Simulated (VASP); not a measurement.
Input of a VASP 6.6.1 run:

File POSCAR:

```
Si2B
1.0
    4.3428848873      0.0000000000      0.0000000000
    0.0000000000      4.3428848873      0.0000000000
    0.0000000000      0.0000000000      4.3428848873
Si B
4 2
Direct
    0.2500000000      0.2500000000      0.2500000000
    0.2500000000      0.7500000000      0.7500000000
    0.7500000000      0.7500000000      0.2500000000
    0.7500000000      0.2500000000      0.7500000000
    0.0000000000      0.0000000000      0.0000000000
    0.5000000000      0.5000000000      0.5000000000
```

File INCAR.step1:

```
SYSTEM = Si2B
PREC = Accurate
ENCUT = 520
ISMEAR = 0
SIGMA = 0.1
LREAL = .False.
LASPH = .True.
NELM = 60
NBANDS = 20
GGA = PE
ALGO = Normal
EDIFF = 1E-4
LWAVE = .True.
LCHARG = .False.
```

INCAR.step2

```
SYSTEM = Si2B
PREC = Accurate
ENCUT = 520
EDIFF = 1E-6
ISMEAR = 0
SIGMA = 0.1
LREAL = .False.
LASPH = .True.
NELM = 60
ALGO = Normal
ISIF = 2
LWAVE = .False.
LCHARG = .False.
METAGGA = R2SCAN
LMIXTAU = .True.
NBANDS = 20
ISTART = 1
```

File KPOINTS:

```
Automatic mesh
0
Gamma
  4 4 4
  0 0 0
```

Potentials or basis: VASP PAW PBE potentials, release 64 (Si, B).

Launch:

```bash
$ cat potpaw_PBE.64/Si/POTCAR potpaw_PBE.64/B/POTCAR > POTCAR
$ cp INCAR.step1 INCAR
$ mpirun -np 1 vasp_std > vasp.out
$ cp INCAR.step2 INCAR
$ mpirun -np 1 vasp_std > vasp.out
```

What does it give for the band gap on the k mesh?

Zero (bands 11 and 12 overlap by 2.21 eV).

Estimate the pressure.

16.1 GPa.

Caveat: the k points lie up to 0.36 Å⁻¹ apart, too coarse for converged energies and pressures of a metal; the PAW data sets were made with another functional, which shifts forces and pressure a little.
